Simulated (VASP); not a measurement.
A run of VASP 6.6.1:

INCAR

```
  PREC = Accurate
  ENCUT = 600
  EDIFF = 1E-7
  ISMEAR = 0
  SIGMA = 0.01
  LREAL = F
  LASPH = T
  NELM = 60
  ALGO = Normal
  ISIF = 3
  LWAVE = F
  LCHARG = F
  IBRION = 2
  NSW = 80
  EDIFFG = -0.001
```

File KPOINTS:

```
Automatic mesh
0
Gamma
  10 10 10
```

The input POSCAR:

```
Si
1.0
    0.0000000000      2.7135600000      2.7135600000
    2.7135600000      0.0000000000      2.7135600000
    2.7135600000      2.7135600000      0.0000000000
Si
2
Direct
    0.7500000000      0.7500000000      0.7500000000
    0.5000000000      0.5000000000      0.5000000000
```

Potentials or basis: VASP PAW LDA potentials, release 64 (Si).

Run with:

```console
$ cat potpaw_LDA.64/Si/POTCAR > POTCAR
$ mpirun -np 1 vasp_std > vasp.out
```

Hardware: 1 thread of Intel(R) Xeon(R) Platinum 8488C (Sapphire Rapids) (shared host).

Q: How long does it take, and how much memory?

A: It took 21 s on 1 thread of Intel(R) Xeon(R) Platinum 8488C (Sapphire Rapids) (shared host), peak memory 0.15 GiB. Counts: scf iterations 23, k points 47, ion steps 3.
